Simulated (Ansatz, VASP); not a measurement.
## Se: VASP beside Ansatz

```
Se
1.0
     6.72462    0.00000    0.00000
    -3.36231    5.82369    0.00000
     0.00000    0.00000    2.38620
Se
3
Direct
  0.00000 0.00000 0.00000
  0.33333 0.66667 0.50000
  0.66667 0.33333 0.50000
```

Alike in both runs: functional PBE; k mesh 6 × 6 × 6; occupations gaussian, width 0.1 eV; no spin polarisation.

Ansatz relaxed the structure, and its values are those at the end. VASP's run is a single point on that final structure, the one shown.

```csv
,VASP,Ansatz
version,VASP 6.6.1,Ansatz 0.2.0
potentials or method,"VASP PAW PBE potentials, release 64 (Se), cutoff 520 eV","scalar-relativistic, plane waves, PAW"
valence electrons in the cell,18,48
```

```tsv
	VASP	Ansatz	Ansatz less VASP
gap on the k mesh at the Fermi level (eV)	none	none	-
pressure (GPa)	0.1	0.1	-0.06
```

A gap of «none» marks a metal or a gap that the smearing closes. VASP's potentials hold 18 valence electrons a cell and Ansatz's 48, so a difference there can come from the potentials and not from the codes.

The k mesh is coarse, so the values compare programs but aren't converged.
